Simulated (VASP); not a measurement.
# Te2Mo (P6_3/mmc) in VASP: single point with PBE

Aim: the single point of Te2Mo with PBE.

Everything below comes from runs of VASP 6.6.1. Logs are shortened: lines on timing, memory, paths and dates and some standing lists are left out, and cuts for length are marked.

### Step 1. The cell of the first run

The structure is hexagonal, space group P6_3/mmc (No. 194). Conventional cell: a = 3.518 Å, b = 3.518 Å, c = 14.393 Å, α = 90.00°, β = 90.00°, γ = 120.00°. Within 3.7 Å of Te (site symmetry 3m) lie 3 Mo at 2.73 Å and 7 Te at 3.52 to 3.64 Å. Mo (site symmetry -6m2) has 6 Te at 2.73 Å and 6 Mo at 3.52 Å within 3.6 Å.

### Step 2. Single point, PBE (z stretched by +3 %, then relaxed in part)

INCAR

```
ALGO     = Normal         # electronic algorithm
EDIFF    = 1E-6           # SCF threshold, eV
ENCUT    = 520            # plane-wave cutoff, eV
GGA      = PE             # functional
ISIF     = 2              # what is computed and relaxed
ISMEAR   = -1             # smearing method
LASPH    = T              # aspherical terms in the spheres
LCHARG   = F              # write CHGCAR
LREAL    = F              # projectors in reciprocal space
LWAVE    = F              # write WAVECAR
NBANDS   = 35             # bands
NELM     = 80             # most SCF steps
PREC     = Accurate       # precision mode
SIGMA    = 0.02           # smearing width, eV
```

KPOINTS

```
k-points
0
Gamma
  14 14 3
```

POSCAR

```
Te2Mo
1.0
    3.5182000000      0.0000000000      0.0000000000
   -1.7591000000      3.0468505756      0.0000000000
    0.0000000000      0.0000000000     14.3928080000
Te Mo
4 2
Direct
    0.3333333333      0.6666666667      0.6236188668
    0.6666666667      0.3333333333      0.1236188668
    0.3333333333      0.6666666667      0.8763811332
    0.6666666667      0.3333333333      0.3763811332
    0.3333333333      0.6666666667      0.2500000000
    0.6666666667      0.3333333333      0.7500000000
```

Potentials or basis: VASP PAW PBE potentials, release 64 (Te, Mo_sv).

Command:

```sh
cat potpaw_PBE.64/Te/POTCAR potpaw_PBE.64/Mo_sv/POTCAR > POTCAR
mpirun -np 1 vasp_std > vasp.out
```

OUTCAR:

```text
EDIFF = 1E-6
   ENCUT = 520
   GGA = PE
   ISIF = 2
   ISMEAR = -1
   LASPH = T
   LREAL = F
   NELM = 80
   PREC = Accurate

 ion  position               nearest neighbor table
   1  0.333  0.667  0.624-   6 2.73   6 2.73   6 2.73   3 3.64
   2  0.667  0.333  0.124-   5 2.73   5 2.73   5 2.73   4 3.64
   3  0.333  0.667  0.876-   6 2.73   6 2.73   6 2.73   1 3.64
   4  0.667  0.333  0.376-   5 2.73   5 2.73   5 2.73   2 3.64
   5  0.333  0.667  0.250-   2 2.73   4 2.73   2 2.73   4 2.73   2 2.73   4 2.73
   6  0.667  0.333  0.750-   1 2.73   3 2.73   1 2.73   3 2.73   1 2.73   3 2.73

  LATTYP: Found a hexagonal cell.
 ALAT       =     3.5182000000
 C/A-ratio  =     4.0909578762

  Lattice vectors:

 A1 = (   3.5182000000,   0.0000000000,   0.0000000000)
 A2 = (  -1.7591000000,   3.0468505756,   0.0000000000)
 A3 = (   0.0000000000,   0.0000000000,  14.3928080000)

Analysis of symmetry for initial positions (statically):
=====================================================================
 Subroutine PRICEL returns:
 Original cell was already a primitive cell.

 Routine SETGRP: Setting up the symmetry group for a
 hexagonal supercell.

 Subroutine GETGRP returns: Found 24 space group operations
 (whereof 12 operations were pure point group operations)
 out of a pool of 24 trial point group operations.

The static configuration has the point symmetry D_3d.
 The point group associated with its full space group is D_6h.

Analysis of symmetry for dynamics (positions and initial velocities):
=====================================================================
 Subroutine PRICEL returns:
 Original cell was already a primitive cell.

 Routine SETGRP: Setting up the symmetry group for a
 hexagonal supercell.

 Subroutine GETGRP returns: Found 24 space group operations
 (whereof 12 operations were pure point group operations)
 out of a pool of 24 trial point group operations.

The dynamic configuration has the point symmetry D_3d.
 The point group associated with its full space group is D_6h.

 Subroutine INISYM returns: Found 24 space group operations
 (whereof 12 operations are pure point group operations),
 and found     1 'primitive' translations

----------------------------------------------------------------------------------------

                                     Primitive cell

  volume of cell :     154.2827

  direct lattice vectors                    reciprocal lattice vectors
     3.518200000  0.000000000  0.000000000     0.284236257  0.164103880  0.000000000
    -1.759100000  3.046850576  0.000000000     0.000000000  0.328207759  0.000000000
     0.000000000  0.000000000 14.392808000     0.000000000  0.000000000  0.069479145

  length of vectors
     3.518200000  3.518200000 14.392808000     0.328207759  0.328207759  0.069479145

  position of ions in fractional coordinates (direct lattice)
     0.333333333  0.666666667  0.623618867
     0.666666667  0.333333333  0.123618867
     0.333333333  0.666666667  0.876381133
     0.666666667  0.333333333  0.376381133
     0.333333333  0.666666667  0.250000000
     0.666666667  0.333333333  0.750000000

  ion indices of the primitive-cell ions
   primitive index   ion index
                 1           1
                 2           2
                 3           3
                 4           4
                 5           5
                 6           6

----------------------------------------------------------------------------------------

 KPOINTS: k-points

Automatic generation of k-mesh.
 Grid dimensions read from file:
 generate k-points for:   14   14    3

 Generating k-lattice:

  Cartesian coordinates                     Fractional coordinates (reciprocal lattice)
     0.020302590  0.011721706  0.000000000     0.071428571  0.000000000  0.000000000
     0.000000000  0.023443411  0.000000000     0.000000000  0.071428571  0.000000000
     0.000000000  0.000000000  0.023159715     0.000000000  0.000000000  0.333333333

  Length of vectors
     0.023443411  0.023443411  0.023159715

  Shift w.r.t. Gamma in fractional coordinates (k-lattice)
     0.000000000  0.000000000  0.000000000

 Subroutine IBZKPT returns following result:
 ===========================================

 Found     48 irreducible k-points:

 Following reciprocal coordinates:
            Coordinates               Weight
  0.000000  0.000000  0.000000      1.000000
  0.071429 -0.000000  0.000000      6.000000
  0.142857  0.000000  0.000000      6.000000
  0.214286  0.000000  0.000000      6.000000
  0.285714  0.000000  0.000000      6.000000
  0.357143  0.000000  0.000000      6.000000
[... 16 lines left out ...]
  0.285714  0.285714  0.000000      6.000000
  0.357143  0.285714  0.000000      6.000000
 [... further k-points ...]
   k-points           NKPTS =     48   k-points in BZ     NKDIM =     48   number of bands    NBANDS=     35
   number of dos      NEDOS =    301   number of ions     NIONS =      6
   total plane-waves  NPLWV =  84672
   dimension x,y,z NGX =    28 NGY =   28 NGZ =  108
   dimension x,y,z NGXF=    56 NGYF=   56 NGZF=  216
   ions per type =               4   2
   NGX,Y,Z   is equivalent  to a cutoff of  13.23, 13.23, 12.47 a.u.
   NGXF,Y,Z  is equivalent  to a cutoff of  26.46, 26.46, 24.95 a.u.
 SYSTEM =  unknown system
   PREC   = accura    normal or accurate (medium, high low for compatibility)
   ISTART =      0    job   : 0-new  1-cont  2-samecut
   ICHARG =      2    charge: 1-file 2-atom 10-const
   ISPIN  =      1    spin polarized calculation?
   LNONCOLLINEAR =      F non collinear calculations
   LSORBIT =      F    spin-orbit coupling
   LASPH  =      T    aspherical Exc in radial PAW
   ENCUT  =  520.0 eV  38.22 Ry    6.18 a.u.   6.54  6.54 26.76*2*pi/ulx,y,z
   NELM   =     80;   NELMIN=  2; NELMDL= -5     # of ELM steps
   EDIFF  = 0.1E-05   stopping-criterion for ELM
   LREAL  =      F    real-space projection
   EDIFFG = 0.1E-04   stopping-criterion for IOM
   NSW    =      0    number of steps for IOM
   IBRION =     -1    ionic relax: 0-MD 1-quasi-New 2-CG
   NFREE  =      0    steps in history (QN), initial steepest desc. (CG)
   ISIF   =      2    stress and relaxation
   ISYM   =      2    0-nonsym 1-usesym 2-fastsym
   POTIM  = 0.5000    time-step for ionic-motion
   TEBEG  =    0.0;   TEEND  =   0.0 temperature during run
   PSTRESS=    0.0 pullay stress
   NELECT =      52.0000    total number of electrons
   NUPDOWN=      -1.0000    fix difference up-down
   EMIN   =  10.00;   EMAX   =-10.00  energy-range for DOS
   EFERMI =   0.00;   METHOD = LEGACY
   ISMEAR =    -1;   SIGMA  =   0.02  broadening in eV -4-tet -1-fermi 0-gaus
   EFERMI_NEDOS =   21; number of points for ismear=-14 and -15
   IALGO  =     38    algorithm
   IMIX   =      4    mixing-type and parameters
     AMIX     =   0.40;   BMIX     =  1.00
     AMIX_MAG =   1.60;   BMIX_MAG =  1.00
  volume/ion in A,a.u.               =      25.71       173.53
  Fermi-wavevector in a.u.,A,eV,Ry     =   1.139297  2.152959 17.660324  1.297997
  Thomas-Fermi vector in A             =   2.276000
   LORBIT       =      0    0 simple, 1 ext, 2 COOP (PROOUT), +10 PAW based schemes
   GGA     = PE    functional components
   LHFCALC =     F    Hartree Fock is set to
   AEXX    =    0.0000 exact exchange contribution
   IVDW    =     0    specifies the selected vdW correction
   LEPSILON=     F    determine dielectric tensor
   LRPA    =     F    only Hartree local field effects (RPA)
 non-spin polarized calculation
  energy-cutoff  :      520.00
  volume of cell :      154.28
 maximum number of plane-waves:      4206
 NGX is ok and might be reduce to    28
   NGX = 13   NGY = 13   NGZ = 53

 number of electron      52.0000004 magnetization

 Free energy of the ion-electron system (eV)
  ---------------------------------------------------
  ext. energy  EPLUGINS =         0.00000000
  ---------------------------------------------------
  free energy    TOTEN  =       -36.03495255 eV

  energy without entropy =      -36.03495255  energy(sigma->0) =      -36.03495255

 E-fermi :   8.0891     XC(G=0): -10.2656

 val. band max:        7.6678065327   @ k =   0.3571   0.2857   0.0000
 cond. band min:       8.5338113619   @ k =   0.2143   0.2143   0.0000
 fundamental gap:      0.8660048292
 Fermi energy:         8.0891431121

 k-point     1 :       0.0000    0.0000    0.0000
  band No.  band energies     occupation
      1     -53.0466      2.00000
      2     -53.0466      2.00000
      3     -27.2128      2.00000
      4     -27.2128      2.00000
      5     -27.0816      2.00000
      6     -27.0816      2.00000
[... 27 lines left out ...]
     34      11.1138      0.00000
     35      13.3019      0.00000

 k-point     2 :       0.0714   -0.0000    0.0000
  band No.  band energies     occupation
      1     -53.0461      2.00000
      2     -53.0461      2.00000
      3     -27.2114      2.00000
      4     -27.2114      2.00000
      5     -27.0880      2.00000
      6     -27.0880      2.00000
[... 27 lines left out ...]
     34      10.9684      0.00000
     35      13.6170      0.00000

 k-point     3 :       0.1429    0.0000    0.0000
  band No.  band energies     occupation
      1     -53.0448      2.00000
      2     -53.0448      2.00000
      3     -27.2075      2.00000
      4     -27.2075      2.00000
      5     -27.1060      2.00000
      6     -27.1060      2.00000
[... 27 lines left out ...]
     34      11.0558      0.00000
     35      13.9015      0.00000
[... 723 lines left out ...]
 k-point    23 :       0.2857    0.2857    0.0000
  band No.  band energies     occupation
      1     -53.0361      2.00000
      2     -53.0361      2.00000
      3     -27.1859      2.00000
      4     -27.1859      2.00000
      5     -27.1821      2.00000
      6     -27.1821      2.00000
[... 27 lines left out ...]
     34      11.9052      0.00000
     35      12.4690      0.00000

 k-point    24 :       0.3571    0.2857    0.0000
  band No.  band energies     occupation
      1     -53.0358      2.00000
      2     -53.0358      2.00000
      3     -27.1828      2.00000
      4     -27.1828      2.00000
      5     -27.1812      2.00000
      6     -27.1812      2.00000
[... 27 lines left out ...]
     34      11.7813      0.00000
     35      12.1394      0.00000

 [... further k-points ...]

------------------------ aborting loop because EDIFF is reached ----------------------------------------

  FORCE on cell =-STRESS in cart. coord.  units (eV):
  Direction    XX          YY          ZZ          XY          YZ          ZX
  --------------------------------------------------------------------------------------
  -------------------------------------------------------------------------------------
  Total        1.7590982      1.7590982      1.0118888      0.0000000      0.0000000      0.0000000
  in kB       18.2676823     18.2676823     10.5081474      0.0000000      0.0000000      0.0000000
  external PRESSURE =      15.6811706 kB  Pullay stress =       0.0000000 kB

 VOLUME and BASIS-vectors are now :
 -----------------------------------------------------------------------------
  energy-cutoff  :      520.00
  volume of cell :      154.28
      direct lattice vectors                 reciprocal lattice vectors
     3.518200000  0.000000000  0.000000000     0.284236257  0.164103880  0.000000000
    -1.759100000  3.046850576  0.000000000     0.000000000  0.328207759  0.000000000
     0.000000000  0.000000000 14.392808000     0.000000000  0.000000000  0.069479145

 POSITION                                       TOTAL-FORCE (eV/Angst)
 -----------------------------------------------------------------------------------
     -0.00000      2.03123      8.97563         0.000000      0.000000     -0.016647
      1.75910      1.01562      1.77922         0.000000     -0.000000     -0.016647
     -0.00000      2.03123     12.61359         0.000000      0.000000      0.016647
      1.75910      1.01562      5.41718         0.000000     -0.000000      0.016647
     -0.00000      2.03123      3.59820        -0.000000     -0.000000      0.000000
      1.75910      1.01562     10.79461        -0.000000      0.000000      0.000000
 -----------------------------------------------------------------------------------
    total drift:                               -0.000000      0.000000     -0.000000

  FREE ENERGIE OF THE ION-ELECTRON SYSTEM (eV)
  ---------------------------------------------------
  free  energy   TOTEN  =       -36.0349525546 eV

  energy  without entropy=      -36.0349525546  energy(sigma->0) =      -36.03495255
```

Run time: 2.1 min. Hardware: 1 thread of Intel Xeon 6975P-C (Granite Rapids), shared host; peak memory 0.4 GiB.

What came out:

| Quantity | Value |
| --- | --- |
| Free energy | -36.0350 eV |
| Pressure | 1.6 GPa |
| Largest force | 0.017 eV/Å |
| Band gap on the k mesh | 0.87 eV (least direct gap 1.13 eV) |

Forces on the atoms (eV/Å):
```
Te   0.000  0.000 -0.017
Te   0.000  0.000 -0.017
Te   0.000  0.000  0.017
Te   0.000  0.000  0.017
Mo   0.000  0.000  0.000
Mo   0.000  0.000  0.000
```

Caveat: the cell differs from its parent crystal (z stretched by +3 %, then relaxed in part); spin-orbit coupling is left out, which moves the levels of the heavy elements; an odd mesh through Γ misses points on the zone boundary, where band edges can lie; this functional lacks dispersion, which binds the layers, so the pressure and a relaxed spacing across them are unreliable.
